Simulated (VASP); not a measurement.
Input of a VASP 6.6.1 run:

Contents of INCAR:

```
PREC     = Accurate       # precision mode
ENCUT    = 520            # plane-wave cutoff, eV
EDIFF    = 1E-6           # SCF threshold, eV
ISMEAR   = -1             # smearing method
SIGMA    = 0.1            # smearing width, eV
LREAL    = False          # projectors in reciprocal space
LASPH    = True           # aspherical terms in the spheres
NELM     = 60             # most SCF steps
ALGO     = Normal         # electronic algorithm
ISIF     = 2              # what is computed and relaxed
LWAVE    = False          # write WAVECAR
LCHARG   = False          # write CHGCAR
GGA      = CA             # functional
NBANDS   = 10             # bands
```

File KPOINTS:

```
regular mesh
0
Gamma
  5 5 5
```

File POSCAR:

```
Rb
1.0
   -2.6859640533      2.6859640533      2.6859640533
    2.6859640533     -2.6859640533      2.6859640533
    2.6859640533      2.6859640533     -2.6859640533
Rb
1
Direct
    0.0000000000      0.0000000000      0.0000000000
```

Potentials or basis: VASP PAW LDA potentials, release 64 (Rb_sv).

Run with:

```sh
$ cat potpaw_LDA.64/Rb_sv/POTCAR > POTCAR
$ mpirun -np 1 vasp_std > vasp.out
```

**Question.** Predict the pressure.

**Answer.** 0.0 GPa.
